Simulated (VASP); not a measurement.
Set up this calculation in VASP 6.6.1, as the native input.

```yaml
Task: single point
Functional: PBEsol
Potentials_or_basis: VASP PAW PBE potentials, release 64 (Mg, O)
Cutoff: 520 eV
k_mesh: 6 × 6 × 6
Occupations: gaussian, width 0.01 eV
Spin: no spin polarisation
Dipole_correction: no
Further_INCAR_settings: ALGO = Normal; EDIFF = 1e-06; NBANDS = 16
```

The structure of MgO lies in POSCAR:

```
MgO
1.0
    3.4863800000      0.0000000000      0.0000000000
   -1.7431900000      3.0192900000      0.0000000000
    0.0000000000      0.0000000000      4.1780400000
Mg O
2 2
Direct
    0.6666666667      0.3333333333      0.7500000000
    0.3333333333      0.6666666667      0.2500000000
    0.6666666667      0.3333333333      0.2500000000
    0.3333333333      0.6666666667      0.7500000000
```

The input as run:

INCAR

```
ALGO = Normal
EDIFF = 1E-6
ENCUT = 520
GGA = PS
ISIF = 2
ISMEAR = 0
LASPH = T
LCHARG = F
LREAL = F
LWAVE = F
NBANDS = 16
NELM = 60
PREC = Accurate
SIGMA = 0.01
```

KPOINTS

```
k-points
0
Gamma
  6 6 6
```

Potentials or basis: VASP PAW PBE potentials, release 64 (Mg, O).

Run with:

```console
$ cat potpaw_PBE.64/Mg/POTCAR potpaw_PBE.64/O/POTCAR > POTCAR
$ mpirun -np 1 vasp_std > vasp.out
```

Results of the run:

```
Pressure               : 0.8 GPa
Band gap on the k mesh : 3.31 eV, direct
```

Caveat: the PAW data sets were made with another functional, which shifts forces and pressure a little.

Run time: 12 s on 1 thread of Intel(R) Xeon(R) Platinum 8488C (Sapphire Rapids), on a shared host, peak memory 0.16 GiB.
